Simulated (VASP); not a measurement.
# Sb (Fm-3m) in VASP: notebook

The runs below take Sb through single point, with PBE.

Everything below comes from runs of VASP 6.6.1. Logs are shortened: lines on timing, memory, paths and dates and some standing lists are left out, and cuts for length are marked.

### Step 1. The cell of the first run

The structure is cubic, space group Fm-3m (No. 225). The conventional cell has a = 6.078 Å, b = 6.078 Å, c = 6.078 Å, α = 90.00°, β = 90.00°, γ = 90.00°. Within 5.6 Å of Sb (site symmetry m-3m) lie 12 Sb at 4.30 Å.

### Step 2. Single point, PBE

INCAR

```
PREC = Accurate
ENCUT = 500
EDIFF = 1E-6
ISMEAR = 0
SIGMA = 0.0403
LREAL = F
LASPH = T
NELM = 120
ALGO = Normal
ISIF = 2
LWAVE = F
LCHARG = F
GGA = PE
NBANDS = 8
GGA_COMPAT = F
```

KPOINTS

```
Automatic mesh
0
Gamma
  5 5 5
```

POSCAR

```
Sb
1.0
    0.0000000000      3.0387930000      3.0387930000
    3.0387930000      0.0000000000      3.0387930000
    3.0387930000      3.0387930000      0.0000000000
Sb
1
Direct
    0.0000000000      0.0000000000      0.0000000000
```

Potentials or basis: VASP PAW PBE potentials, release 64 (Sb).

The run is started by

```console
$ cat potpaw_PBE.64/Sb/POTCAR > POTCAR
$ mpirun -np 1 vasp_std > vasp.out
```

OUTCAR:

```text
PREC = Accurate
   ENCUT = 500
   EDIFF = 1E-6
   ISMEAR = 0
   LREAL = F
   LASPH = T
   NELM = 120
   ISIF = 2
   GGA = PE

 ion  position               nearest neighbor table
   1  0.000  0.000  0.000-

  LATTYP: Found a face centered cubic cell.
 ALAT       =     6.0775860000

  Lattice vectors:

 A1 = (   0.0000000000,   3.0387930000,   3.0387930000)
 A2 = (   3.0387930000,   0.0000000000,   3.0387930000)
 A3 = (   3.0387930000,   3.0387930000,   0.0000000000)

Analysis of symmetry for initial positions (statically):
=====================================================================
 Subroutine PRICEL returns:
 Original cell was already a primitive cell.

 Routine SETGRP: Setting up the symmetry group for a
 face centered cubic supercell.

 Subroutine GETGRP returns: Found 48 space group operations
 (whereof 48 operations were pure point group operations)
 out of a pool of 48 trial point group operations.

The static configuration has the point symmetry O_h .

Analysis of symmetry for dynamics (positions and initial velocities):
=====================================================================
 Subroutine PRICEL returns:
 Original cell was already a primitive cell.

 Routine SETGRP: Setting up the symmetry group for a
 face centered cubic supercell.

 Subroutine GETGRP returns: Found 48 space group operations
 (whereof 48 operations were pure point group operations)
 out of a pool of 48 trial point group operations.

The dynamic configuration has the point symmetry O_h .

 Subroutine INISYM returns: Found 48 space group operations
 (whereof 48 operations are pure point group operations),
 and found     1 'primitive' translations

----------------------------------------------------------------------------------------

                                     Primitive cell

  volume of cell :      56.1220

  direct lattice vectors                    reciprocal lattice vectors
     0.000000000  3.038793000  3.038793000    -0.164539013  0.164539013  0.164539013
     3.038793000  0.000000000  3.038793000     0.164539013 -0.164539013  0.164539013
     3.038793000  3.038793000  0.000000000     0.164539013  0.164539013 -0.164539013

  length of vectors
     4.297502274  4.297502274  4.297502274     0.284989930  0.284989930  0.284989930

  position of ions in fractional coordinates (direct lattice)
     0.000000000  0.000000000  0.000000000

  ion indices of the primitive-cell ions
   primitive index   ion index
                 1           1

----------------------------------------------------------------------------------------

 KPOINTS: Automatic mesh

Automatic generation of k-mesh.
 Grid dimensions read from file:
 generate k-points for:    5    5    5

 Generating k-lattice:

  Cartesian coordinates                     Fractional coordinates (reciprocal lattice)
    -0.032907803  0.032907803  0.032907803     0.200000000  0.000000000  0.000000000
     0.032907803 -0.032907803  0.032907803     0.000000000  0.200000000  0.000000000
     0.032907803  0.032907803 -0.032907803     0.000000000  0.000000000  0.200000000

  Length of vectors
     0.056997986  0.056997986  0.056997986

  Shift w.r.t. Gamma in fractional coordinates (k-lattice)
     0.000000000  0.000000000  0.000000000

 Subroutine IBZKPT returns following result:
 ===========================================

 Found     10 irreducible k-points:

 Following reciprocal coordinates:
            Coordinates               Weight
  0.000000  0.000000  0.000000      1.000000
  0.200000  0.000000  0.000000      8.000000
  0.400000  0.000000  0.000000      8.000000
  0.200000  0.200000  0.000000      6.000000
  0.400000  0.200000  0.000000     24.000000
 -0.400000  0.200000  0.000000     24.000000
 -0.200000  0.200000  0.000000     12.000000
  0.400000  0.400000  0.000000      6.000000
 -0.400000  0.400000  0.000000     12.000000
 -0.400000  0.400000  0.200000     24.000000
   k-points           NKPTS =     10   k-points in BZ     NKDIM =     10   number of bands    NBANDS=      8
   number of dos      NEDOS =    301   number of ions     NIONS =      1
   total plane-waves  NPLWV =  32768
   dimension x,y,z NGX =    32 NGY =   32 NGZ =   32
   dimension x,y,z NGXF=    64 NGYF=   64 NGZF=   64
   ions per type =               1
   NGX,Y,Z   is equivalent  to a cutoff of  12.38, 12.38, 12.38 a.u.
   NGXF,Y,Z  is equivalent  to a cutoff of  24.76, 24.76, 24.76 a.u.
 SYSTEM =  unknown system
   PREC   = accura    normal or accurate (medium, high low for compatibility)
   ISTART =      0    job   : 0-new  1-cont  2-samecut
   ICHARG =      2    charge: 1-file 2-atom 10-const
   ISPIN  =      1    spin polarized calculation?
   LNONCOLLINEAR =      F non collinear calculations
   LSORBIT =      F    spin-orbit coupling
   LASPH  =      T    aspherical Exc in radial PAW
   ENCUT  =  500.0 eV  36.75 Ry    6.06 a.u.   7.84  7.84  7.84*2*pi/ulx,y,z
   NELM   =    120;   NELMIN=  2; NELMDL= -5     # of ELM steps
   EDIFF  = 0.1E-05   stopping-criterion for ELM
   LREAL  =      F    real-space projection
   EDIFFG = 0.1E-04   stopping-criterion for IOM
   NSW    =      0    number of steps for IOM
   IBRION =     -1    ionic relax: 0-MD 1-quasi-New 2-CG
   NFREE  =      0    steps in history (QN), initial steepest desc. (CG)
   ISIF   =      2    stress and relaxation
   ISYM   =      2    0-nonsym 1-usesym 2-fastsym
   POTIM  = 0.5000    time-step for ionic-motion
   TEBEG  =    0.0;   TEEND  =   0.0 temperature during run
   PSTRESS=    0.0 pullay stress
   NELECT =       5.0000    total number of electrons
   NUPDOWN=      -1.0000    fix difference up-down
   EMIN   =  10.00;   EMAX   =-10.00  energy-range for DOS
   EFERMI =   0.00;   METHOD = LEGACY
   ISMEAR =     0;   SIGMA  =   0.04  broadening in eV -4-tet -1-fermi 0-gaus
   EFERMI_NEDOS =   21; number of points for ismear=-14 and -15
   IALGO  =     38    algorithm
   IMIX   =      4    mixing-type and parameters
     AMIX     =   0.40;   BMIX     =  1.00
     AMIX_MAG =   1.60;   BMIX_MAG =  1.00
  volume/ion in A,a.u.               =      56.12       378.73
  Fermi-wavevector in a.u.,A,eV,Ry     =   0.731173  1.381717  7.273872  0.534615
  Thomas-Fermi vector in A             =   1.823325
   LORBIT       =      0    0 simple, 1 ext, 2 COOP (PROOUT), +10 PAW based schemes
   GGA     = PE    functional components
   LHFCALC =     F    Hartree Fock is set to
   AEXX    =    0.0000 exact exchange contribution
   IVDW    =     0    specifies the selected vdW correction
   LEPSILON=     F    determine dielectric tensor
   LRPA    =     F    only Hartree local field effects (RPA)
 non-spin polarized calculation
 Gauss-broadening in eV      SIGMA  =   0.04
  energy-cutoff  :      500.00
  volume of cell :       56.12
 maximum number of plane-waves:      1440
   NGX = 15   NGY = 15   NGZ = 15

 number of electron       5.0000000 magnetization

 Free energy of the ion-electron system (eV)
  ---------------------------------------------------
  ext. energy  EPLUGINS =         0.00000000
  ---------------------------------------------------
  free energy    TOTEN  =        -2.36889946 eV

  energy without entropy =       -2.36627779  energy(sigma->0) =       -2.36758863

 E-fermi :   1.6393     XC(G=0):  -7.3145

 val. band max:        1.5316388793   @ k =   0.2000   0.2000   0.0000
 cond. band min:       1.6702819115   @ k =  -0.4000   0.4000   0.2000
 fundamental gap:      0.1386430322
 Fermi energy:         1.6393118478

 k-point     1 :       0.0000    0.0000    0.0000
  band No.  band energies     occupation
      1      -7.7559      2.00000
      2       3.1676      0.00000
      3       3.1676      0.00000
      4       3.1676      0.00000
      5       6.6569      0.00000
      6       9.6269      0.00000
      7       9.6269      0.00000
      8       9.6269      0.00000

 k-point     2 :       0.2000    0.0000    0.0000
  band No.  band energies     occupation
      1      -7.4896      2.00000
      2       1.3932      2.00000
      3       2.9740      0.00000
      4       2.9740      0.00000
      5       7.4708      0.00000
      6       9.4907      0.00000
      7       9.9214      0.00000
      8       9.9214      0.00000

 k-point     3 :       0.4000    0.0000    0.0000
  band No.  band energies     occupation
      1      -6.9556      2.00000
      2      -0.5305      2.00000
      3       2.7066      0.00000
      4       2.7066      0.00000
      5       6.9713      0.00000
      6       9.3136      0.00000
      7       9.3136      0.00000
      8      10.5653      0.00000

 k-point     4 :       0.2000    0.2000    0.0000
  band No.  band energies     occupation
      1      -7.4003      2.00000
      2       1.5316      1.99984
      3       2.5345      0.00000
      4       2.5345      0.00000
      5       7.8664      0.00000
      6       7.9742      0.00000
      7      10.1009      0.00000
      8      10.9020      0.00000

 k-point     5 :       0.4000    0.2000    0.0000
  band No.  band energies     occupation
      1      -6.9402      2.00000
      2       0.0751      2.00000
      3       1.8994      0.00000
      4       2.2296      0.00000
      5       7.2587      0.00000
      6       8.4490      0.00000
      7       9.9568      0.00000
      8      10.8163      0.00000

 k-point     6 :      -0.4000    0.2000    0.0000
  band No.  band energies     occupation
      1      -6.7222      2.00000
      2      -0.4504      2.00000
      3       1.3146      2.00000
      4       2.4041      0.00000
      5       7.4221      0.00000
      6       8.8588      0.00000
      7      10.1639      0.00000
      8      11.2233      0.00000

 k-point     7 :      -0.2000    0.2000    0.0000
  band No.  band energies     occupation
      1      -7.1207      2.00000
      2       0.4867      2.00000
      3       1.7015      0.02916
      4       2.8709      0.00000
      5       8.4634      0.00000
      6       8.9998      0.00000
      7       9.2713      0.00000
      8      10.2147      0.00000

 k-point     8 :       0.4000    0.4000    0.0000
  band No.  band energies     occupation
      1      -6.6812      2.00000
      2      -0.2024      2.00000
      3       1.7673      0.00001
      4       1.7673      0.00001
      5       6.0873      0.00000
      6       6.6906      0.00000
      7      13.1735      0.00000
      8      13.4814      0.00000

 k-point     9 :      -0.4000    0.4000    0.0000
  band No.  band energies     occupation
      1      -6.5341      2.00000
      2      -0.2073      2.00000
      3       0.7676      2.00000
      4       1.8518      0.00000
      5       6.3277      0.00000
      6       7.9701      0.00000
      7      12.1442      0.00000
      8      12.4133      0.00000

 k-point    10 :      -0.4000    0.4000    0.2000
  band No.  band energies     occupation
      1      -6.6120      2.00000
      2      -0.0096      2.00000
      3       0.7913      2.00000
      4       1.6703      0.27712
      5       7.6414      0.00000
      6       8.7202      0.00000
      7       9.5405      0.00000
      8      11.7560      0.00000

------------------------ aborting loop because EDIFF is reached ----------------------------------------

  FORCE on cell =-STRESS in cart. coord.  units (eV):
  Direction    XX          YY          ZZ          XY          YZ          ZX
  --------------------------------------------------------------------------------------
  -------------------------------------------------------------------------------------
  Total       -2.6146914     -2.6146914     -2.6146914      0.0000000      0.0000000      0.0000000
  in kB      -74.6444755    -74.6444755    -74.6444755      0.0000000      0.0000000      0.0000000
  external PRESSURE =     -74.6444755 kB  Pullay stress =       0.0000000 kB

 VOLUME and BASIS-vectors are now :
 -----------------------------------------------------------------------------
  energy-cutoff  :      500.00
  volume of cell :       56.12
      direct lattice vectors                 reciprocal lattice vectors
     0.000000000  3.038793000  3.038793000    -0.164539013  0.164539013  0.164539013
     3.038793000  0.000000000  3.038793000     0.164539013 -0.164539013  0.164539013
     3.038793000  3.038793000  0.000000000     0.164539013  0.164539013 -0.164539013

 POSITION                                       TOTAL-FORCE (eV/Angst)
 -----------------------------------------------------------------------------------
      0.00000      0.00000      0.00000         0.000000      0.000000      0.000000
 -----------------------------------------------------------------------------------
    total drift:                                0.000000     -0.000000     -0.000000

  FREE ENERGIE OF THE ION-ELECTRON SYSTEM (eV)
  ---------------------------------------------------
  free  energy   TOTEN  =        -2.3688994615 eV

  energy  without entropy=       -2.3662777894  energy(sigma->0) =       -2.36758863
```

It took 3.7 s on 1 thread of Intel Xeon Platinum 8375C at 2.90GHz (Ice Lake), shared host; peak memory 0.17 GiB.

What came out:

- Free energy: -2.3689 eV
- Pressure: -7.5 GPa

Caveat: spin-orbit coupling is left out, which moves the levels of the heavy elements.

### Step 3. Single point, PBE

INCAR

```
SYSTEM = Sb
ALGO = Normal
EDIFF = 1E-6
ENCUT = 500
GGA = PE
GGA_COMPAT = .False.
ISIF = 2
ISMEAR = -4
LASPH = .True.
LCHARG = .False.
LREAL = .False.
LWAVE = .False.
NBANDS = 8
NELM = 120
PREC = Accurate
SIGMA = 0.1
```

KPOINTS

```
k-points
0
Gamma
  5 5 5
  0 0 0
```

POSCAR is that of step 2.

Potentials or basis: VASP PAW PBE potentials, release 64 (Sb).

The run is started by

```console
$ cat potpaw_PBE.64/Sb/POTCAR > POTCAR
$ mpirun -np 1 vasp_std > vasp.out
```

It took 3.6 s on 1 thread of Intel Xeon Platinum 8375C at 2.90GHz (Ice Lake), shared host; peak memory 0.17 GiB.

The run converged. Its results:

```
Free energy : -2.2677 eV
Pressure    : -7.1 GPa
```

Levels at points of the mesh, in eV from the Fermi level:
```csv
k point,band 1,band 2,band 3,band 4,band 5,band 6,band 7
"(0.00, 0.00, 0.00)",-9.32,1.60,1.60,1.60,5.10,8.06,8.06
```

Caveat: spin-orbit coupling is left out, which moves the levels of the heavy elements.

### Step 4. Single point, PBE

INCAR

```
SYSTEM = Sb
PREC = Accurate ; ENCUT = 500
EDIFF = 1E-6 ; ISMEAR = 0
SIGMA = 0.0403 ; LREAL = .False.
LASPH = .True. ; NELM = 120
ALGO = Normal ; ISIF = 2
LWAVE = .False. ; LCHARG = .True.
GGA = PE ; LELF = .True.
LVHAR = .True. ; NBANDS = 8
ISYM = 0 ; GGA_COMPAT = .False.
```

KPOINTS

```
Automatic mesh
0
Gamma
  5 5 5
  0 0 0
```

POSCAR is that of step 3.

The run is started by

```console
$ cat potpaw_PBE.64/Sb/POTCAR > POTCAR
$ mpirun -np 1 vasp_std > vasp.out
```

Run time: 12 s. Hardware: 1 thread of Intel Xeon Platinum 8375C at 2.90GHz (Ice Lake), shared host; peak memory 0.18 GiB.

The run converged. Its results:

```
Free energy : -2.3689 eV
Pressure    : -7.5 GPa
```

Levels at points of the mesh, in eV from the Fermi level:
```csv
k point,band 1,band 2,band 3,band 4,band 5
"(0.00, 0.00, 0.00)",-9.40,1.53,1.53,1.53,5.02
```

Caveat: spin-orbit coupling is left out, which moves the levels of the heavy elements.
